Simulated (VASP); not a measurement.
# Fe in VASP: notebook, part 2 of 2

VASP 6.6.1.

## (3) Single point, PBE+U, collinear spin, ferromagnetic start

The input, POSCAR:

```
Fe
1.0
   -1.4430000000      1.4430000000      1.4430000000
    1.4430000000     -1.4430000000      1.4430000000
    1.4430000000      1.4430000000     -1.4430000000
Fe
1
Direct
    0.0000000000      0.0000000000      0.0000000000
```

The input, INCAR.step1:

```
SYSTEM = Fe
ALGO     = Normal         ! electronic algorithm
EDIFF    = 1E-6           ! SCF threshold, eV
ENCUT    = 540            ! plane-wave cutoff, eV
GGA      = PE             ! functional
GGA_COMPAT= .FALSE.      
ISMEAR   = 1              ! smearing method
ISPIN    = 2              ! spin polarisation
LASPH    = .TRUE.         ! aspherical terms in the spheres
LCHARG   = .TRUE.         ! write CHGCAR
LDAU     = .TRUE.         ! DFT+U
LDAUJ    = 0            
LDAUL    = 2              ! shell
LDAUTYPE = 2            
LDAUU    = 3              ! U, eV
LMAXMIX  = 4              ! l up to which the mixer works
LORBIT   = 11             ! projections on sites
LREAL    = .FALSE.        ! projectors in reciprocal space
LWAVE    = .FALSE.        ! write WAVECAR
MAGMOM   = 3              ! initial moments
NBANDS   = 24             ! bands
NELM     = 200            ! most SCF steps
PREC     = Accurate       ! precision mode
SIGMA    = 0.1            ! smearing width, eV
```

The input, KPOINTS.step1:

```
k-points
0
Gamma
  14 14 14
```

The input, INCAR.step2:

```
SYSTEM = Fe
ALGO     = Normal         ! electronic algorithm
EDIFF    = 1E-6           ! SCF threshold, eV
EMAX     = 13.5074      
EMIN     = -11.4926     
ENCUT    = 540            ! plane-wave cutoff, eV
GGA      = PE             ! functional
GGA_COMPAT= .FALSE.      
ICHARG   = 11             ! starting density
ISMEAR   = -5             ! smearing method
ISPIN    = 2              ! spin polarisation
LASPH    = .TRUE.         ! aspherical terms in the spheres
LCHARG   = .FALSE.        ! write CHGCAR
LDAU     = .TRUE.         ! DFT+U
LDAUJ    = 0            
LDAUL    = 2              ! shell
LDAUTYPE = 2            
LDAUU    = 3              ! U, eV
LMAXMIX  = 4              ! l up to which the mixer works
LORBIT   = 11             ! projections on sites
LREAL    = .FALSE.        ! projectors in reciprocal space
LWAVE    = .FALSE.        ! write WAVECAR
MAGMOM   = 3              ! initial moments
NBANDS   = 24             ! bands
NEDOS    = 4001           ! points of the DOS
NELM     = 200            ! most SCF steps
PREC     = Accurate       ! precision mode
```

The input, KPOINTS.step2:

```
Automatic mesh
0
Gamma
  39 39 39
  0 0 0
```

Potentials or basis: VASP PAW PBE potentials, release 64 (Fe).

Started as:

```console
$ cat potpaw_PBE.64/Fe/POTCAR > POTCAR
$ cp INCAR.step1 INCAR
$ cp KPOINTS.step1 KPOINTS
$ mpirun -np 1 vasp_std > vasp.out
$ cp INCAR.step2 INCAR
$ cp KPOINTS.step2 KPOINTS
$ mpirun -np 1 vasp_std > vasp.out
```

OUTCAR:

```text
SYSTEM = Fe
   EDIFF = 1E-6
   EMIN = -11.4926
   ENCUT = 540
   GGA = PE
   ICHARG = 11
   ISMEAR = -5
   ISPIN = 2
   LASPH = .TRUE.
   LORBIT = 11
   LREAL = .FALSE.
   NELM = 200
   PREC = Accurate

 ion  position               nearest neighbor table
   1  0.000  0.000  0.000-

  LATTYP: Found a body centered cubic cell.
 ALAT       =     2.8860000000

  Lattice vectors:

 A1 = (  -1.4430000000,   1.4430000000,   1.4430000000)
 A2 = (   1.4430000000,  -1.4430000000,   1.4430000000)
 A3 = (   1.4430000000,   1.4430000000,  -1.4430000000)

Analysis of symmetry for initial positions (statically):
=====================================================================
 Subroutine PRICEL returns:
 Original cell was already a primitive cell.

 Routine SETGRP: Setting up the symmetry group for a
 body centered cubic supercell.

 Subroutine GETGRP returns: Found 48 space group operations
 (whereof 48 operations were pure point group operations)
 out of a pool of 48 trial point group operations.

The static configuration has the point symmetry O_h .

Analysis of symmetry for dynamics (positions and initial velocities):
[... 653 lines left out ...]
 spin component 2

 k-point     1 :       0.0000    0.0000    0.0000
  band No.  band energies     occupation
      1      -2.7094      1.00000
      2       5.8412      0.00000
      3       5.8413      0.00000
      4       5.8413      0.00000
      5       8.2078      0.00000
      6       8.2079      0.00000
[... 435 lines left out ...]
      5       8.0221      0.00000
      6       8.2250      0.00000
[... 8 lines left out ...]
     15      41.4434      0.00000
     16      42.2136      0.00000

 [... further k-points ...]

 [bands above 16 left out]

------------------------ aborting loop because EDIFF is reached ----------------------------------------

  FORCE on cell =-STRESS in cart. coord.  units (eV):
  Direction    XX          YY          ZZ          XY          YZ          ZX
  --------------------------------------------------------------------------------------
  -------------------------------------------------------------------------------------
  Total        0.2875781      0.2875781      0.2875781     -0.0000000      0.0000000     -0.0000000
  in kB       38.3360511     38.3360511     38.3360511     -0.0000000      0.0000000     -0.0000000
  external PRESSURE =      38.3360511 kB  Pullay stress =       0.0000000 kB

 VOLUME and BASIS-vectors are now :
 -----------------------------------------------------------------------------
  energy-cutoff  :      540.00
  volume of cell :       12.02
      direct lattice vectors                 reciprocal lattice vectors
    -1.443000000  1.443000000  1.443000000     0.000000000  0.346500347  0.346500347
     1.443000000 -1.443000000  1.443000000     0.346500347  0.000000000  0.346500347
     1.443000000  1.443000000 -1.443000000     0.346500347  0.346500347  0.000000000

 POSITION                                       TOTAL-FORCE (eV/Angst)
 -----------------------------------------------------------------------------------
      0.00000      0.00000      0.00000         0.000000     -0.000000      0.000000
 -----------------------------------------------------------------------------------
    total drift:                               -0.000000      0.000000     -0.000000

  FREE ENERGIE OF THE ION-ELECTRON SYSTEM (eV)
  ---------------------------------------------------
  free  energy   TOTEN  =        -5.9066471400 eV

  energy  without entropy=       -5.9066471400  energy(sigma->0) =       -5.90664714

 total charge

# of ion       s       p       d       tot
------------------------------------------
    1        0.472   0.504   6.209   7.185

 magnetization (x)

# of ion       s       p       d       tot
------------------------------------------
    1       -0.025  -0.107   2.995   2.863
```

Wall time 8.8 min (1 thread of Intel Xeon Platinum 8259CL at 2.50GHz (Skylake/Cascade Lake), shared host); peak memory 1.3 GiB.

Results:

```yaml
Net_moment: 2.79 μB per cell
Site_moments: Fe +2.86 μB
Valence_electrons_inside_the_program's_atomic_spheres: Fe 7.18
Density_of_states_at_the_Fermi_level: 1.01 states/eV/atom
```

Caveat: the U is typed as a test and isn't derived for this compound; tetrahedron occupations give inexact forces and stress in metals. The state reached can hang on the start; a lower one may exist.

## (4) Single point, PBE+U, collinear spin, ferromagnetic start (the cell strained at random)

The input, INCAR:

```
SYSTEM = Fe
PREC = Accurate ; ENCUT = 520
EDIFF = 1E-7 ; ISMEAR = 1
SIGMA = 0.2 ; LREAL = .False.
LASPH = .True. ; NELM = 150
ALGO = Normal ; ISIF = 2
LWAVE = .False. ; LCHARG = .False.
ISPIN = 2 ; MAGMOM = -1.17
LORBIT = 11 ; LMAXMIX = 4
LDAU = .True. ; LDAUTYPE = 2
LDAUL = 2 ; LDAUU = 6.2
LDAUJ = 0 ; LDAUPRINT = 1
GGA = PE ; NBANDS = 14
```

The input, KPOINTS:

```
regular mesh
0
Gamma
  13 13 13
  0 0 0
```

The input, POSCAR:

```
Fe
1.0
    2.4900254000      0.0000000000      0.0000000000
   -0.7801380910      2.3663768432      0.0000000000
   -0.8632580853     -1.1747585387      2.0397237108
Fe
1
Direct
    0.5000000000      0.0000000000      0.0000000000
```

Started as:

```console
$ cat potpaw_PBE.64/Fe/POTCAR > POTCAR
$ mpirun -np 1 vasp_std > vasp.out
```

Wall time 24 min (1 thread of Intel Xeon 8259CL, shared host); peak memory 0.4 GiB.

Results (log left out):

```yaml
Free_energy: -3.8155 eV
Pressure: 16.2 GPa
Net_moment: -2.97 μB per cell
Site_moments: Fe -3.14 μB
Valence_electrons_inside_the_program's_atomic_spheres: Fe 7.21
```

Stress tensor (GPa, compression positive):
```
17.68 -2.02  0.27
-2.02 16.04 -0.44
 0.27 -0.44 14.78
```

Levels at points of the mesh, in eV from the Fermi level:
Spin up:
| k point | band 1 | band 2 | band 3 | band 4 | band 5 | band 6 | band 7 | band 8 |
| --- | --- | --- | --- | --- | --- | --- | --- | --- |
| (0.00, 0.00, 0.00) | -8.58 | 0.40 | 0.47 | 0.53 | 3.53 | 3.67 | 23.18 | 23.39 |
Spin down:
```tsv
k point	band 3	band 4	band 5	band 6	band 7	band 8
(0.00, 0.00, 0.00)	-5.85	-5.77	-4.76	-4.73	23.89	24.10
```

Eigenvalues of the final occupation matrices:
```csv
site,spin,trace,eigenvalues
site 1 d,1,1.45,0.16 0.17 0.35 0.37 0.40
site 1 d,2,4.76,0.95 0.95 0.95 0.95 0.96
```

Caveat: the cell differs from its parent crystal (the cell strained at random); the cell stands under pressure; the U is typed as a test and isn't derived for this compound. The state reached can hang on the start; a lower one may exist.

## (5) Single point, revPBE+U, collinear spin, ferromagnetic start

This run uses another cell than the first one, of 13.46 Å³/atom.

The input, INCAR:

```
SYSTEM = Fe
  PREC = Accurate
  ENCUT = 690
  EDIFF = 1E-6
  ISMEAR = -1
  SIGMA = 0.15
  LREAL = .FALSE.
  LASPH = .TRUE.
  NELM = 200
  ALGO = Normal
  ISIF = 2
  LWAVE = .FALSE.
  LCHARG = .FALSE.
  ISPIN = 2
  MAGMOM = -0.81
  LORBIT = 11
  LMAXMIX = 4
  LDAU = .TRUE.
  LDAUTYPE = 2
  LDAUL = 2
  LDAUU = 4
  LDAUJ = 0
  LDAUPRINT = 1
  GGA = RE
  NBANDS = 18
  GGA_COMPAT = .FALSE.
```

The input, KPOINTS:

```
regular mesh
0
G
  13 13 13
  0 0 0
```

The input, POSCAR:

```
Fe
1.0
   -1.4986216162      1.4986216162      1.4986216162
    1.4986216162     -1.4986216162      1.4986216162
    1.4986216162      1.4986216162     -1.4986216162
Fe
1
Direct
    0.0000000000      0.0000000000      0.0000000000
```

Potentials or basis: VASP PAW PBE potentials, release 64 (Fe_sv).

Started as:

```console
$ cat potpaw_PBE.64/Fe_sv/POTCAR > POTCAR
$ mpirun -np 1 vasp_std > vasp.out
```

It took 42 s on 1 thread of Intel Xeon Platinum 8259CL at 2.50GHz (Skylake/Cascade Lake), shared host; peak memory 0.17 GiB.

It converged, with:

- Free energy: -4.7763 eV
- Pressure: -0.9 GPa
- Net moment: -3.01 μB per cell
- Site moments: Fe -3.20 μB
- Valence electrons inside the program's atomic spheres: Fe 13.66

Levels at points of the mesh, in eV from the Fermi level:
Spin up:
| k point | band 5 | band 6 | band 7 | band 8 | band 9 | band 10 |
| --- | --- | --- | --- | --- | --- | --- |
| (0.00, 0.00, 0.00) | -8.35 | 0.50 | 0.50 | 0.50 | 2.67 | 2.67 |
Spin down:
```tsv
k point	band 8	band 9	band 10	band 11	band 12	band 13
(0.00, 0.00, 0.00)	-4.56	-3.68	-3.68	22.35	22.35	22.35
```

Eigenvalues of the final occupation matrices:
| site | spin | trace | eigenvalues |
| --- | --- | --- | --- |
| site 1 d | 1 | 1.13 | 0.15 0.15 0.28 0.28 0.28 |
| site 1 d | 2 | 4.36 | 0.87 0.87 0.87 0.88 0.88 |

Caveat: the PAW data sets were made with another functional, which shifts forces and pressure a little; the U is typed as a test and isn't derived for this compound. The state reached can hang on the start; a lower one may exist.

## (6) The runs side by side

```tsv
level	potentials or basis	U	cell	k mesh	cutoff (eV)	smearing	tolerance level	purpose	K density	dipole correction	gap on the mesh (eV)	pressure (GPa)	moment (μB)
PBE+U	VASP PAW PBE potentials, release 64 (Fe)	Fe d U = 3 eV	a = 2.499 Å, angles 109.5°, 1 atom	18 × 18 × 18	310	tetrahedron 0.1 eV	tight	density of states	14 × 14 × 14	-	none	-	2.79
PBE+U	VASP PAW PBE potentials, release 64 (Fe)	Fe d U = 3 eV	a = 2.499 Å, angles 109.5°, 1 atom	39 × 39 × 39	540	tetrahedron 0.1 eV	tight	density of states	14 × 14 × 14	-	none	-	2.79
PBE+U	VASP PAW PBE potentials, release 64 (Fe)	Fe d U = 6.2 eV	a = 2.490, b = 2.492, c = 2.507 Å, angles 109.7, 110.1, 108.2°, 1 atom	13 × 13 × 13	520	methfessel-paxton 0.2 eV	-	-	-	no	none	16.2	2.97
revPBE+U	VASP PAW PBE potentials, release 64 (Fe_sv)	Fe d U = 4.0 eV	a = 2.596 Å, angles 109.5°, 1 atom	13 × 13 × 13	690	fermi-dirac 0.15 eV	-	-	-	no	none	-0.9	3.01
```

Alike in all rows: task single point; spin collinear, ferromagnetic start.

Caveats: the U is typed as a test and isn't derived for this compound; tetrahedron occupations give inexact forces and stress in metals (at least some runs); the cutoff is under 1.25 times the usual one of these potentials, so pressure, stress and relaxed cells hold a basis-set (Pulay) error (at least some runs); the cell stands under pressure (at least some runs); the PAW data sets were made with another functional, which shifts forces and pressure a little (at least some runs).

Total energies depend on the potentials used, so only differences within one code and one set of settings carry meaning.
